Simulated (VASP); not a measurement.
Input of a VASP 6.6.1 run:

The input POSCAR:

```
TiS2
1.0
    3.4120000000      0.0000000000      0.0000000000
   -1.7060000000      2.9548800000      0.0000000000
    0.0000000000      0.0000000000      5.6950000000
Ti S
1 2
Direct
    0.0000000000      0.0000000000      0.0000000000
    0.3333333333      0.6666666667      0.2500000000
    0.6666666667      0.3333333333      0.7500000000
```

The input INCAR.step1:

```
SYSTEM = TiS2
PREC = Accurate
ENCUT = 550
ISMEAR = 0
SIGMA = 0.01
LREAL = .FALSE.
LASPH = .TRUE.
NELM = 120
NBANDS = 19
GGA = PE
ALGO = Normal
EDIFF = 1E-5
LWAVE = .TRUE.
LCHARG = .FALSE.
GGA_COMPAT = .FALSE.
```

Contents of INCAR.step2:

```
SYSTEM = TiS2
PREC = Accurate
ENCUT = 550
EDIFF = 1E-6
ISMEAR = 0
SIGMA = 0.01
LREAL = .FALSE.
LASPH = .TRUE.
NELM = 120
ALGO = Normal
ISIF = 2
LWAVE = .FALSE.
LCHARG = .FALSE.
METAGGA = R2SCAN
LMIXTAU = .TRUE.
NBANDS = 19
ISTART = 1
GGA_COMPAT = .FALSE.
```

KPOINTS

```
Automatic mesh
0
G
  3 3 2
  0 0 0
```

Potentials or basis: VASP PAW PBE potentials, release 64 (Ti_sv, S).

Command:

```sh
$ cat potpaw_PBE.64/Ti_sv/POTCAR potpaw_PBE.64/S/POTCAR > POTCAR
$ cp INCAR.step1 INCAR
$ mpirun -np 1 vasp_std > vasp.out
$ cp INCAR.step2 INCAR
$ mpirun -np 1 vasp_std > vasp.out
```

**Question.** Estimate the largest force.

**Answer.** 0.474 eV/Å.

**Question.** What does it give for the band gap on the k mesh?

**Answer.** 0.28 eV (least direct gap 0.51 eV).

**Question.** Estimate the pressure.

**Answer.** 1.6 GPa.

Forces on the atoms (eV/Å):
```
Ti   0.000  0.000  0.000
S    0.000  0.000 -0.474
S    0.000  0.000  0.474
```

Caveat: the k points lie up to 0.71 Å⁻¹ apart; the PAW data sets were made with another functional, which shifts forces and pressure a little; an odd mesh through Γ misses points on the zone boundary, where band edges can lie.
